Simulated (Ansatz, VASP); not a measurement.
**Two plane-wave programs on Al3P2**

File INCAR:

```
SYSTEM = Al3P2
ALGO = Normal ; EDIFF = 1E-6
EDIFFG = -0.01 ; ENCUT = 600
GGA = PE ; IBRION = 2
ISIF = 3 ; ISMEAR = 0
LASPH = .True. ; LCHARG = .False.
LREAL = .False. ; LWAVE = .False.
NELM = 100 ; NSW = 100
PREC = Accurate ; SIGMA = 0.1
```

The input KPOINTS:

```
k-points
0
Gamma
  8 8 10
  0 0 0
```

POSCAR

```
Al3P2
1.0
    5.2187786075      0.0000000000      0.0000000000
    0.0000000000      5.2187786075      0.0000000000
    0.0000000000      0.0000000000      4.3591795703
Al P
3 2
Direct
    0.0000000000      0.5000000000      0.0000000000
    0.5000000000      0.0000000000      0.0000000000
    0.0000000000      0.0000000000      0.0000000000
    0.5000000000      0.5000000000      0.5000000000
    0.5000000000      0.5000000000      0.0000000000
```

Input for Ansatz:

```yaml
crystal:
  lattice:
    - [5.2187786075, 0.0, 0.0]
    - [0.0, 5.2187786075, 0.0]
    - [0.0, 0.0, 4.3591795703]
  atoms:
    - { symbol: Al, position: [0.0, 0.5, 0.0] }
    - { symbol: Al, position: [0.5, 0.0, 0.0] }
    - { symbol: Al, position: [0.0, 0.0, 0.0] }
    - { symbol: P, position: [0.5, 0.5, 0.5] }
    - { symbol: P, position: [0.5, 0.5, 0.0] }
basis:
  ecutwfc: 420
kpoints:
  mp_grid: { grid: [8, 8, 10] }
hamiltonian:
  xc: pbe
scf:
  occupations: { method: gaussian, width: 0.1 }
output:
  forces: true
  stress: true
  eigenvalues: true
  write_density: true
  write_potential: true
  elf: true
  volumetric_format: npy
relax:
  adjacent_minimum: "off"
  f_tol: 0.01
  max_steps: 80
  cell: { stress_tol: 0.05 }
```

Change from the starting cell: species swapped into the Zr3Cd2 type (Pmmm, No. 47).

Alike in both runs: task relaxation of cell and atoms; functional PBE; k mesh 8 × 8 × 10; occupations gaussian, width 0.1 eV; no spin polarisation.

|  | VASP | Ansatz |
| --- | --- | --- |
| version | VASP 6.6.1 | Ansatz 0.2.0 |
| potentials or method | VASP PAW PBE potentials, release 64 (Al, P), cutoff 600 eV | scalar-relativistic, plane waves, PAW |
| valence electrons in the cell | 19 | 19 |

Ansatz gave:

| Property | Result |
| --- | --- |
| gap on the k mesh at the Fermi level, each at its own relaxed structure (eV) | none |
| relaxed volume (Å³/atom) | 23.74 |
| relaxed cell length with the largest relative difference (Å) | 4.347 |

Which values does VASP return?

gap on the k mesh at the Fermi level, each at its own relaxed structure (eV): none; relaxed volume (Å³/atom): 23.70; relaxed cell length with the largest relative difference (Å): 4.343.

A gap of «none» marks a metal or a gap that the smearing closes.
